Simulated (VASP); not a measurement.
# GdCl: single point with PBE

Crystal: GdCl.

```
CELL_PARAMETERS angstrom
3.71661 0.00000 0.00000
-1.85830 3.21868 0.00000
0.00000 0.00000 9.66170
ATOMIC_POSITIONS crystal
Gd 0.66667 0.33333 0.83177
Gd 0.33333 0.66667 0.33177
Cl 0.66667 0.33333 0.54323
Cl 0.33333 0.66667 0.04323
```

```
Program                : VASP 6.6.1
Task                   : single point
Functional             : PBE
Potentials or basis    : VASP PAW PBE potentials, release 64 (Gd, Cl)
Cutoff                 : 520 eV
k mesh                 : 8 × 8 × 3
Occupations            : fermi-dirac, width 0.05 eV
Spin                   : collinear spin, ferromagnetic start
Starting moments       : [7.0, 7.0, 0.0, 0.0] μB
Dipole correction      : no
Further INCAR settings : ALGO = Normal; EDIFF = 1e-07; NBANDS = 37
```

| Item | Value |
| --- | --- |
| Pressure | -1.3 GPa |
| Largest force | 0.008 eV/Å |
| Band gap on the k mesh | zero (filled and empty bands overlap) |
| Net moment | 14.03 μB per cell |
| Site moments | Gd +6.70; Cl -0.02 μB |
| Valence electrons inside the program's atomic spheres | Gd 15.21; Cl 5.13 |

Forces in eV/Å, atoms in the order of the input:
```
Gd   0.000  0.000 -0.008
Gd   0.000  0.000 -0.008
Cl   0.000  0.000  0.008
Cl   0.000  0.000  0.008
```

Stress tensor (GPa, compression positive):
```
-1.05  0.00  0.00
 0.00 -1.05  0.00
 0.00  0.00 -1.80
```

Levels at points of the mesh, in eV from the Fermi level:
Spin up:
```tsv
k point	band 29	band 30	band 31	band 32	band 33	band 34	band 35	band 36
(0.00, 0.00, 0.00)	-4.34	-4.34	-2.64	-1.89	1.19	1.19	1.31	1.31
(0.50, 0.00, 0.00)	-4.75	-4.52	-1.35	-1.12	0.28	0.78	2.04	2.06
```
Spin down:
| k point | band 14 | band 15 | band 16 | band 17 | band 18 | band 19 | band 20 | band 21 | band 22 | band 23 |
| --- | --- | --- | --- | --- | --- | --- | --- | --- | --- | --- |
| (0.00, 0.00, 0.00) | -4.74 | -4.63 | -4.63 | -2.16 | -1.44 | 0.09 | 0.11 | 0.22 | 0.28 | 0.28 |
| (0.50, 0.00, 0.00) | -5.85 | -5.17 | -4.97 | -0.81 | -0.47 | 0.17 | 0.18 | 0.20 | 0.25 | 0.26 |

It took 13 min on 1 thread of Intel(R) Xeon(R) Platinum 8259CL CPU @ 2.50GHz (Skylake/Cascade Lake) (shared host), peak memory 0.36 GiB.

Caveat: spin-orbit coupling is left out, which moves the levels of the heavy elements; semilocal functionals describe open f shells poorly, which spoils levels, moments and volumes. With open d or f shells a metallic result of PBE can be an artefact of self-interaction; +U or a hybrid may open a gap.
